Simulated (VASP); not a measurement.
# AgI (F-43m) in VASP: elastic constants with PBE

Aim: the elastic constants of AgI with PBE.

Program: VASP 6.6.1. These are calculated values, not measurements. Logs are shortened: lines on timing, memory, paths and dates and some standing lists are left out, and cuts for length are marked.

## 1. The cell of the first run

Symmetry: F-43m, No. 216, cubic system. The conventional cell has a = 6.473 Å, b = 6.473 Å, c = 6.473 Å, α = 90.00°, β = 90.00°, γ = 90.00°. Ag (site symmetry -43m) has 4 I at 2.80 Å within 3.7 Å. I (site symmetry -43m) has 4 Ag at 2.80 Å within 3.7 Å.

## 2. Elastic constants, PBE

INCAR reads:

```
PREC = Accurate
ENCUT = 500
EDIFF = 1E-8
ISMEAR = 0
SIGMA = 0.01
LREAL = F
LASPH = T
NELM = 120
ALGO = Normal
ISIF = 3
LWAVE = F
LCHARG = F
GGA = PE
NBANDS = 16
IBRION = 6
NFREE = 2
POTIM = 0.015
NSW = 1
GGA_COMPAT = F
```

KPOINTS reads:

```
Automatic mesh
0
Gamma
  6 6 6
```

POSCAR reads:

```
AgI
1.0
    0.0000000000      3.2365000000      3.2365000000
    3.2365000000      0.0000000000      3.2365000000
    3.2365000000      3.2365000000      0.0000000000
Ag I
1 1
Direct
    0.0000000000      0.0000000000      0.0000000000
    0.2500000000      0.2500000000      0.2500000000
```

Potentials or basis: VASP PAW PBE potentials, release 64 (Ag, I).

Launch:

```sh
> cat potpaw_PBE.64/Ag/POTCAR potpaw_PBE.64/I/POTCAR > POTCAR
> mpirun -np 1 vasp_std > vasp.out
```

OUTCAR:

```text
PREC = Accurate
   ENCUT = 500
   EDIFF = 1E-8
   ISMEAR = 0
   LREAL = F
   LASPH = T
   NELM = 120
   ISIF = 3
   GGA = PE
   IBRION = 6
   NFREE = 2
   POTIM = 0.015
   NSW = 1

 ion  position               nearest neighbor table
   1  0.000  0.000  0.000-   2 2.80   2 2.80   2 2.80   2 2.80
   2  0.250  0.250  0.250-   1 2.80   1 2.80   1 2.80   1 2.80

  LATTYP: Found a face centered cubic cell.
 ALAT       =     6.4730000000

  Lattice vectors:

 A1 = (   0.0000000000,   3.2365000000,   3.2365000000)
 A2 = (   3.2365000000,   0.0000000000,   3.2365000000)
 A3 = (   3.2365000000,   3.2365000000,   0.0000000000)

Analysis of symmetry for initial positions (statically):
=====================================================================
 Subroutine PRICEL returns:
 Original cell was already a primitive cell.

 Routine SETGRP: Setting up the symmetry group for a
 face centered cubic supercell.

 Subroutine GETGRP returns: Found 24 space group operations
 (whereof 24 operations were pure point group operations)
 out of a pool of 48 trial point group operations.

The static configuration has the point symmetry T_d .

Analysis of symmetry for dynamics (positions and initial velocities):
=====================================================================
 Subroutine PRICEL returns:
 Original cell was already a primitive cell.

 Routine SETGRP: Setting up the symmetry group for a
 face centered cubic supercell.

 Subroutine GETGRP returns: Found 24 space group operations
 (whereof 24 operations were pure point group operations)
 out of a pool of 48 trial point group operations.

The dynamic configuration has the point symmetry T_d .

 Subroutine INISYM returns: Found 24 space group operations
 (whereof 24 operations are pure point group operations),
 and found     1 'primitive' translations

----------------------------------------------------------------------------------------

                                     Primitive cell

  volume of cell :      67.8042

  direct lattice vectors                    reciprocal lattice vectors
     0.000000000  3.236500000  3.236500000    -0.154487873  0.154487873  0.154487873
     3.236500000  0.000000000  3.236500000     0.154487873 -0.154487873  0.154487873
     3.236500000  3.236500000  0.000000000     0.154487873  0.154487873 -0.154487873

  length of vectors
     4.577102195  4.577102195  4.577102195     0.267580845  0.267580845  0.267580845

  position of ions in fractional coordinates (direct lattice)
     0.000000000  0.000000000  0.000000000
     0.250000000  0.250000000  0.250000000

  ion indices of the primitive-cell ions
   primitive index   ion index
                 1           1
                 2           2

----------------------------------------------------------------------------------------

 KPOINTS: Automatic mesh

Automatic generation of k-mesh.
 Grid dimensions read from file:
 generate k-points for:    6    6    6

 Generating k-lattice:

  Cartesian coordinates                     Fractional coordinates (reciprocal lattice)
    -0.025747979  0.025747979  0.025747979     0.166666667  0.000000000  0.000000000
     0.025747979 -0.025747979  0.025747979     0.000000000  0.166666667  0.000000000
     0.025747979  0.025747979 -0.025747979     0.000000000  0.000000000  0.166666667

  Length of vectors
[... 87 lines left out ...]

 number of electron      17.9999998 magnetization

 Free energy of the ion-electron system (eV)
  ---------------------------------------------------
  ext. energy  EPLUGINS =         0.00000000
  ---------------------------------------------------
  free energy    TOTEN  =        -4.76001563 eV

  energy without entropy =       -4.76001563  energy(sigma->0) =       -4.76001563

------------------------ aborting loop because EDIFF is reached ----------------------------------------

  FORCE on cell =-STRESS in cart. coord.  units (eV):
  Direction    XX          YY          ZZ          XY          YZ          ZX
  --------------------------------------------------------------------------------------
  -------------------------------------------------------------------------------------
  Total        0.9242192      0.9242192      0.9242192      0.0000000      0.0000000      0.0000000
  in kB       21.8387980     21.8387980     21.8387980      0.0000000      0.0000000      0.0000000
  external PRESSURE =      21.8387980 kB  Pullay stress =       0.0000000 kB
[... 89 lines left out ...]
  FREE ENERGIE OF THE ION-ELECTRON SYSTEM (eV)
  ---------------------------------------------------
  free  energy   TOTEN  =        -4.7442402305 eV

  energy  without entropy=       -4.7442402305  energy(sigma->0) =       -4.74424023

[... ionic steps 4 to 14 ...]

--------------------------------------- Ionic step       15  -------------------------------------------

 number of electron      17.9999999 magnetization

------------------------ aborting loop because EDIFF is reached ----------------------------------------
[... 67 lines left out ...]
--------------------------------------- Ionic step       17  -------------------------------------------

 number of electron      17.9999998 magnetization

 Free energy of the ion-electron system (eV)
  ---------------------------------------------------
  ext. energy  EPLUGINS =         0.00000000
  ---------------------------------------------------
  free energy    TOTEN  =        -4.75973106 eV

  energy without entropy =       -4.75973106  energy(sigma->0) =       -4.75973106

 E-fermi :   3.3703     XC(G=0):  -8.4747

 val. band max:        3.2554584398   @ k =   0.0000   0.0000   0.0000
 cond. band min:       4.5884877890   @ k =   0.0000   0.0000   0.0000
 fundamental gap:      1.3330293491
 Fermi energy:         3.3703344167

 k-point     1 :       0.0000    0.0000    0.0000
  band No.  band energies     occupation
      1      -9.6145      2.00000
      2      -1.0522      2.00000
      3      -1.0344      2.00000
      4      -1.0163      2.00000
      5       0.1283      2.00000
      6       0.1286      2.00000
[... 433 lines left out ...]
      3      -0.8079      2.00000
      4      -0.7648      2.00000
      5       0.1463      2.00000
      6       0.1644      2.00000
[... 8 lines left out ...]
     15      14.0682      0.00000
     16      14.1595      0.00000

 [... further k-points ...]
[... 5 lines left out ...]
  --------------------------------------------------------------------------------------
  -------------------------------------------------------------------------------------
  Total        0.9244982      0.9257813      0.9257813      0.0000000      0.0714941      0.0000000
  in kB       21.8453911     21.8757107     21.8757107      0.0000000      1.6893657      0.0000000
  external PRESSURE =      21.8656042 kB  Pullay stress =       0.0000000 kB
[... 17 lines left out ...]
  FREE ENERGIE OF THE ION-ELECTRON SYSTEM (eV)
  ---------------------------------------------------
  free  energy   TOTEN  =        -4.7597310606 eV

  energy  without entropy=       -4.7597310606  energy(sigma->0) =       -4.75973106

 INTERNAL STRAIN TENSORS FROM STRAINED CELLS
 ============================================

 INTERNAL STRAIN TENSOR FOR ION    1 for displacements in x,y,z  (eV/Angst):
          X           Y           Z          XY          YZ          ZX
  --------------------------------------------------------------------------------
  x     0.00000    -0.00000     0.00000    -0.00000     4.77154     0.00000
  y    -0.00000     0.00000     0.00000     0.00000     0.00000     4.77149
  z    -0.00000    -0.00000    -0.00000     4.77148     0.00000     0.00000

 INTERNAL STRAIN TENSORS FROM DISPLACED ATOMS
 ============================================

 INTERNAL STRAIN TENSOR FOR ION    1 for displacements in x,y,z  (eV/Angst):
          X           Y           Z          XY          YZ          ZX
  --------------------------------------------------------------------------------
  x    -0.00000    -0.00000    -0.00000     0.00000     4.76741     0.00000
  y    -0.00000    -0.00000    -0.00000     0.00000     0.00000     4.76741
  z    -0.00000    -0.00000    -0.00000     4.76741     0.00000     0.00000

 INTERNAL STRAIN TENSOR FOR ION    2 for displacements in x,y,z  (eV/Angst):
          X           Y           Z          XY          YZ          ZX
  --------------------------------------------------------------------------------
  x    -0.00000     0.00000     0.00000     0.00000    -4.76426     0.00000
  y     0.00000     0.00000     0.00000     0.00000     0.00000    -4.76426
  z     0.00000     0.00000    -0.00000    -4.76426     0.00000     0.00000

 Eigenvectors and eigenvalues of the dynamical matrix
 ----------------------------------------------------

   1 f  =    3.253418 THz    20.441826 2PiTHz  108.522333 cm-1    13.455048 meV
             X         Y         Z           dx          dy          dz
      0.000000  0.000000  0.000000     0.000000    0.734992    0.000000
      1.618250  1.618250  1.618250     0.000000   -0.678076    0.000000
[... 21 lines left out ...]
   6 f/i=    0.001073 THz     0.006743 2PiTHz    0.035795 cm-1     0.004438 meV
             X         Y         Z           dx          dy          dz
      0.000000  0.000000  0.000000     0.000000    0.000000   -0.678076
      1.618250  1.618250  1.618250     0.000000    0.000000   -0.734992

--------------------------------------------------------------------------------------------------------

 ELASTIC MODULI CONTR FROM IONIC RELAXATION (kBar)
 Direction    XX          YY          ZZ          XY          YZ          ZX
 --------------------------------------------------------------------------------
 XX          -0.0000     -0.0000     -0.0000      0.0000      0.0000      0.0000
 YY          -0.0000     -0.0000     -0.0000      0.0000      0.0000      0.0000
 ZZ          -0.0000     -0.0000     -0.0000     -0.0000      0.0000      0.0000
 XY           0.0000      0.0000     -0.0000   -212.5244      0.0000     -0.0000
 YZ           0.0000      0.0000      0.0000      0.0000   -212.5244     -0.0000
 ZX           0.0000      0.0000      0.0000     -0.0000     -0.0000   -212.5244
 --------------------------------------------------------------------------------

 TOTAL ELASTIC MODULI (kBar)
 Direction    XX          YY          ZZ          XY          YZ          ZX
 --------------------------------------------------------------------------------
 XX         376.6884    335.1823    335.1823      0.0000      0.0000      0.0000
 YY         335.1823    376.6884    335.1823      0.0000      0.0000      0.0000
 ZZ         335.1823    335.1823    376.6884      0.0000      0.0000      0.0000
 XY           0.0000      0.0000      0.0000     70.0544      0.0000     -0.0000
 YZ           0.0000      0.0000      0.0000      0.0000     70.0544     -0.0000
 ZX           0.0000      0.0000      0.0000     -0.0000     -0.0000     70.0544
 --------------------------------------------------------------------------------
```

Wall time 17 min (1 thread of Intel Xeon 8259CL, shared host); peak memory 0.3 GiB.

Results:

```
Elastic constants C11, C12, C44                         : 38, 34, 7 GPa
Voigt bulk modulus                                      : 35 GPa
Highest phonon frequency at Γ, LO-TO splitting left out : 109 cm⁻¹
```

Phonon frequencies in cm⁻¹ (negative: imaginary):
| q point | frequencies |
| --- | --- |
| (0.000, 0.000, 0.000) | 0 0 0 109 109 109 |

Elastic tensor in Voigt notation (GPa, in the Cartesian axes of the cell as first typed):
```
38 34 34  0  0  0
34 38 34  0  0  0
34 34 38  0  0  0
 0  0  0  7  0  0
 0  0  0  0  7  0
 0  0  0  0  0  7
```

Clamped-ion elastic tensor (GPa):
```
38 34 34  0  0  0
34 38 34  0  0  0
34 34 38  0  0  0
 0  0  0 28  0  0
 0  0  0  0 28  0
 0  0  0  0  0 28
```

Caveat: the cell is under stress, which shifts elastic constants; spin-orbit coupling is left out, which moves the levels of the heavy elements.
